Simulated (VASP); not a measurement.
# Au (P6_3/mmc) in VASP: a series of runs

Runs on Au. Level: revPBE+D3(BJ). Tasks: single point.

Program: VASP 6.6.1. These are calculated values, not measurements. Logs are shortened: lines on timing, memory, paths and dates and some standing lists are left out, and cuts for length are marked.

## Step 1: The cell of the first run

Symmetry: P6_3/mmc, No. 194, hexagonal system. Conventional cell: a = 2.841 Å, b = 2.841 Å, c = 4.780 Å, α = 90.00°, β = 90.00°, γ = 120.00°. Within 3.7 Å of Au (site symmetry -6m2) lie 12 Au at 2.84 to 2.90 Å.

This isn't the form of Au at room conditions, which is fcc.

## Step 2: Single point, revPBE+D3(BJ)

Contents of INCAR:

```
SYSTEM = Au
PREC = Accurate
ENCUT = 500
EDIFF = 1E-6
ISMEAR = 1
SIGMA = 0.02
LREAL = .FALSE.
LASPH = .TRUE.
NELM = 120
ALGO = Normal
ISIF = 2
LWAVE = .FALSE.
LCHARG = .FALSE.
GGA = RE
IVDW = 12
NBANDS = 18
GGA_COMPAT = .FALSE.
```

Contents of KPOINTS:

```
regular mesh
0
G
  9 9 5
  0 0 0
```

Contents of POSCAR:

```
Au
1.0
    2.8407997153      0.0000000000      0.0000000000
   -1.4203998576      2.4602011245      0.0000000000
    0.0000000000      0.0000000000      4.7803802105
Au
2
Direct
    0.3333333333      0.6666666667      0.7500000000
    0.6666666667      0.3333333333      0.2500000000
```

Potentials or basis: VASP PAW PBE potentials, release 64 (Au).

Run with:

```bash
$ cat potpaw_PBE.64/Au/POTCAR > POTCAR
$ mpirun -np 1 vasp_std > vasp.out
```

OUTCAR:

```text
SYSTEM = Au
   PREC = Accurate
   ENCUT = 500
   EDIFF = 1E-6
   ISMEAR = 1
   LREAL = .FALSE.
   LASPH = .TRUE.
   NELM = 120
   ISIF = 2
   GGA = RE
   IVDW = 12
 IVDW          = 12

 ion  position               nearest neighbor table
   1  0.333  0.667  0.750-   2 2.90   2 2.90   2 2.90   2 2.90   2 2.90   2 2.90
   2  0.667  0.333  0.250-   1 2.90   1 2.90   1 2.90   1 2.90   1 2.90   1 2.90

  LATTYP: Found a hexagonal cell.
 ALAT       =     2.8407997153
 C/A-ratio  =     1.6827586207

  Lattice vectors:

 A1 = (   2.8407997153,   0.0000000000,   0.0000000000)
 A2 = (  -1.4203998576,   2.4602011245,   0.0000000000)
 A3 = (   0.0000000000,   0.0000000000,   4.7803802105)

Analysis of symmetry for initial positions (statically):
=====================================================================
 Subroutine PRICEL returns:
 Original cell was already a primitive cell.

 Routine SETGRP: Setting up the symmetry group for a
 hexagonal supercell.

 Subroutine GETGRP returns: Found 24 space group operations
 (whereof 12 operations were pure point group operations)
 out of a pool of 24 trial point group operations.

The static configuration has the point symmetry D_3d.
 The point group associated with its full space group is D_6h.

Analysis of symmetry for dynamics (positions and initial velocities):
=====================================================================
 Subroutine PRICEL returns:
 Original cell was already a primitive cell.

 Routine SETGRP: Setting up the symmetry group for a
 hexagonal supercell.

 Subroutine GETGRP returns: Found 24 space group operations
 (whereof 12 operations were pure point group operations)
 out of a pool of 24 trial point group operations.

The dynamic configuration has the point symmetry D_3d.
 The point group associated with its full space group is D_6h.

 Subroutine INISYM returns: Found 24 space group operations
 (whereof 12 operations are pure point group operations),
 and found     1 'primitive' translations

----------------------------------------------------------------------------------------

                                     Primitive cell

  volume of cell :      33.4098

  direct lattice vectors                    reciprocal lattice vectors
     2.840799715  0.000000000  0.000000000     0.352013553  0.203235416  0.000000000
    -1.420399858  2.460201125  0.000000000     0.000000000  0.406470833  0.000000000
     0.000000000  0.000000000  4.780380210     0.000000000  0.000000000  0.209188382

  length of vectors
     2.840799715  2.840796601  4.780380210     0.406470387  0.406470833  0.209188382

  position of ions in fractional coordinates (direct lattice)
     0.333333333  0.666666667  0.750000000
     0.666666667  0.333333333  0.250000000

  ion indices of the primitive-cell ions
   primitive index   ion index
                 1           1
                 2           2

----------------------------------------------------------------------------------------

 KPOINTS: regular mesh

Automatic generation of k-mesh.
 Grid dimensions read from file:
 generate k-points for:    9    9    5

 Generating k-lattice:

  Cartesian coordinates                     Fractional coordinates (reciprocal lattice)
     0.039112617  0.022581713  0.000000000     0.111111111  0.000000000  0.000000000
     0.000000000  0.045163426  0.000000000     0.000000000  0.111111111  0.000000000
     0.000000000  0.000000000  0.041837676     0.000000000  0.000000000  0.200000000

  Length of vectors
     0.045163376  0.045163426  0.041837676

  Shift w.r.t. Gamma in fractional coordinates (k-lattice)
     0.000000000  0.000000000  0.000000000

 Subroutine IBZKPT returns following result:
 ===========================================

 Found     36 irreducible k-points:

 Following reciprocal coordinates:
            Coordinates               Weight
  0.000000  0.000000  0.000000      1.000000
  0.111111  0.000000  0.000000      6.000000
  0.222222  0.000000  0.000000      6.000000
  0.333333  0.000000  0.000000      6.000000
  0.444444  0.000000  0.000000      6.000000
  0.111111  0.111111  0.000000      6.000000
[... 16 lines left out ...]
  0.333333  0.222222  0.200000     24.000000
  0.333333  0.333333  0.200000      4.000000
 [... further k-points ...]
   k-points           NKPTS =     36   k-points in BZ     NKDIM =     36   number of bands    NBANDS=     18
   number of dos      NEDOS =    301   number of ions     NIONS =      2
   total plane-waves  NPLWV =  20736
   dimension x,y,z NGX =    24 NGY =   24 NGZ =   36
   dimension x,y,z NGXF=    48 NGYF=   48 NGZF=   72
   ions per type =               2
   NGX,Y,Z   is equivalent  to a cutoff of  14.04, 14.05, 12.52 a.u.
   NGXF,Y,Z  is equivalent  to a cutoff of  28.09, 28.09, 25.04 a.u.
 SYSTEM =  Au
   PREC   = accura    normal or accurate (medium, high low for compatibility)
   ISTART =      0    job   : 0-new  1-cont  2-samecut
   ICHARG =      2    charge: 1-file 2-atom 10-const
   ISPIN  =      1    spin polarized calculation?
   LNONCOLLINEAR =      F non collinear calculations
   LSORBIT =      F    spin-orbit coupling
   LASPH  =      T    aspherical Exc in radial PAW
   ENCUT  =  500.0 eV  36.75 Ry    6.06 a.u.   5.18  5.18  8.72*2*pi/ulx,y,z
   NELM   =    120;   NELMIN=  2; NELMDL= -5     # of ELM steps
   EDIFF  = 0.1E-05   stopping-criterion for ELM
   LREAL  =      F    real-space projection
   EDIFFG = 0.1E-04   stopping-criterion for IOM
   NSW    =      0    number of steps for IOM
   IBRION =     -1    ionic relax: 0-MD 1-quasi-New 2-CG
   NFREE  =      0    steps in history (QN), initial steepest desc. (CG)
   ISIF   =      2    stress and relaxation
   ISYM   =      2    0-nonsym 1-usesym 2-fastsym
   POTIM  = 0.5000    time-step for ionic-motion
   TEBEG  =    0.0;   TEEND  =   0.0 temperature during run
   PSTRESS=    0.0 pullay stress
   NELECT =      22.0000    total number of electrons
   NUPDOWN=      -1.0000    fix difference up-down
   EMIN   =  10.00;   EMAX   =-10.00  energy-range for DOS
   EFERMI =   0.00;   METHOD = LEGACY
   ISMEAR =     1;   SIGMA  =   0.02  broadening in eV -4-tet -1-fermi 0-gaus
   EFERMI_NEDOS =   21; number of points for ismear=-14 and -15
   IALGO  =     38    algorithm
   IMIX   =      4    mixing-type and parameters
     AMIX     =   0.40;   BMIX     =  1.00
     AMIX_MAG =   1.60;   BMIX_MAG =  1.00
  volume/ion in A,a.u.               =      16.70       112.73
  Fermi-wavevector in a.u.,A,eV,Ry     =   1.424266  2.691473 27.599884  2.028534
  Thomas-Fermi vector in A             =   2.544776
   LORBIT       =      0    0 simple, 1 ext, 2 COOP (PROOUT), +10 PAW based schemes
   GGA     = RE    functional components
   LHFCALC =     F    Hartree Fock is set to
   AEXX    =    0.0000 exact exchange contribution
   IVDW    =    12    specifies the selected vdW correction
   LEPSILON=     F    determine dielectric tensor
   LRPA    =     F    only Hartree local field effects (RPA)
 non-spin polarized calculation
 Methfessel and Paxton  Order N= 1 SIGMA  =   0.02
  energy-cutoff  :      500.00
  volume of cell :       33.41
 maximum number of plane-waves:       869
 NGX is ok and might be reduce to    24
   NGX = 11   NGY = 11   NGZ = 17

 number of electron      22.0000002 magnetization

 Free energy of the ion-electron system (eV)
  ---------------------------------------------------
  ext. energy  EPLUGINS =         0.00000000
  ---------------------------------------------------
  free energy    TOTEN  =        -5.36772461 eV

  energy without entropy =       -5.36768959  energy(sigma->0) =       -5.36771294

 E-fermi :   9.7967     XC(G=0): -12.7763

 val. band max:        9.7848335133   @ k =   0.1111   0.1111   0.2000
 cond. band min:      10.1007244243   @ k =   0.2222   0.0000   0.2000
 fundamental gap:      0.3158909110
 Fermi energy:         9.7966855300

 k-point     1 :       0.0000    0.0000    0.0000
  band No.  band energies     occupation
      1      -0.1604      2.00000
      2       2.3022      2.00000
      3       4.8816      2.00000
      4       5.1901      2.00000
      5       5.1902      2.00000
      6       5.5115      2.00000
[... 10 lines left out ...]
     17      28.6717      0.00000
     18      28.6717      0.00000

 k-point     2 :       0.1111    0.0000    0.0000
  band No.  band energies     occupation
      1       0.2350      2.00000
      2       2.6231      2.00000
      3       4.7448      2.00000
      4       5.2723      2.00000
      5       5.4164      2.00000
      6       5.4590      2.00000
[... 10 lines left out ...]
     17      26.9424      0.00000
     18      27.9495      0.00000

 k-point     3 :       0.2222    0.0000    0.0000
  band No.  band energies     occupation
      1       1.2923      2.00000
      2       3.2203      2.00000
      3       4.5939      2.00000
      4       4.7887      2.00000
      5       5.0349      2.00000
      6       5.7459      2.00000
[... 10 lines left out ...]
     17      26.7780      0.00000
     18      27.1219      0.00000

 k-point     4 :       0.3333    0.0000    0.0000
  band No.  band energies     occupation
      1       2.4242      2.00000
      2       3.1416      2.00000
      3       3.8937      2.00000
      4       5.0108      2.00000
      5       5.3293      2.00000
      6       5.4246      2.00000
[... 375 lines left out ...]
      4       4.3036      2.00000
      5       5.1647      2.00000
      6       5.2987      2.00000
[... 10 lines left out ...]
     17      22.8216      0.00000
     18      25.8972      0.00000

 k-point    23 :       0.3333    0.2222    0.2000
  band No.  band energies     occupation
      1       3.3344      2.00000
      2       3.8299      2.00000
      3       4.0481      2.00000
      4       4.3936      2.00000
      5       4.9315      2.00000
      6       5.5952      2.00000
[... 10 lines left out ...]
     17      21.9599      0.00000
     18      23.7422      0.00000

 k-point    24 :       0.3333    0.3333    0.2000
  band No.  band energies     occupation
      1       3.7088      2.00000
      2       3.9796      2.00000
      3       3.9796      2.00000
      4       4.6494      2.00000
      5       5.0731      2.00000
      6       5.0731      2.00000
[... 10 lines left out ...]
     17      23.1536      0.00000
     18      23.1536      0.00000

 [... further k-points ...]

------------------------ aborting loop because EDIFF is reached ----------------------------------------

 Edisp (eV)   -2.57612

 E8    (eV) :    -1.8279

  FORCE on cell =-STRESS in cart. coord.  units (eV):
  Direction    XX          YY          ZZ          XY          YZ          ZX
  --------------------------------------------------------------------------------------
  -------------------------------------------------------------------------------------
  Total       0.65745     0.65745     0.25686     0.00000     0.00000     0.00000
  in kB      31.52819    31.52810    12.31792     0.00000     0.00000     0.00000
  external pressure =       25.12 kB  Pullay stress =        0.00 kB

 VOLUME and BASIS-vectors are now :
 -----------------------------------------------------------------------------
  energy-cutoff  :      500.00
  volume of cell :       33.41
      direct lattice vectors                 reciprocal lattice vectors
     2.840799715  0.000000000  0.000000000     0.352013553  0.203235416  0.000000000
    -1.420399858  2.460201125  0.000000000     0.000000000  0.406470833  0.000000000
     0.000000000  0.000000000  4.780380210     0.000000000  0.000000000  0.209188382

 POSITION                                       TOTAL-FORCE (eV/Angst)
 -----------------------------------------------------------------------------------
     -0.00000      1.64013      3.58529         0.000000     -0.000000      0.000000
      1.42040      0.82007      1.19510        -0.000000      0.000000      0.000000
 -----------------------------------------------------------------------------------
    total drift:                                0.000000     -0.000000      0.000000

  FREE ENERGIE OF THE ION-ELECTRON SYSTEM (eV)
  ---------------------------------------------------
  free  energy   TOTEN  =        -7.9438419424 eV

  energy  without entropy=       -7.9438069203  energy(sigma->0) =       -7.94383027
```

Wall time 6.9 s (1 thread of Intel Xeon 6975P-C (Granite Rapids), shared host); peak memory 0.17 GiB.

Results:

| Quantity | Value |
| --- | --- |
| Free energy | -7.9438 eV |
| Pressure | 2.5 GPa |
| Band gap on the k mesh | zero (bands 11 and 12 overlap by 6.32 eV) |
| Dispersion energy per atom | -1.288 eV |

Caveat: three body term missing; the PAW data sets were made with another functional, which shifts forces and pressure a little; spin-orbit coupling is left out, which moves the levels of the heavy elements.

(Continued in part 2 of 2.)
